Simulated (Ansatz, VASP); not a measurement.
Yb in VASP and in Ansatz

```
CELL_PARAMETERS angstrom
0.00000 2.74310 2.74310
2.74310 0.00000 2.74310
2.74310 2.74310 0.00000
ATOMIC_POSITIONS crystal
Yb 0.00000 0.00000 0.00000
```

Alike in both runs: task electric field gradients; functional PBE; k mesh 12 × 12 × 12; occupations fermi-dirac, width 0.05 eV; no spin polarisation.

```csv
,VASP,Ansatz
version,VASP 6.6.1,Ansatz 0.2.0
potentials or method,"VASP PAW PBE potentials, release 64 (Yb), cutoff 520 eV","all-electron PAW with datasets made for the crystal, scalar-relativistic"
```

```csv
,VASP,Ansatz,Ansatz less VASP
pressure (GPa),-2.4,-2.1,+0.29
```

Ansatz ran all-electron here, and VASP with PAW potentials.

Neither program's run includes spin-orbit coupling.
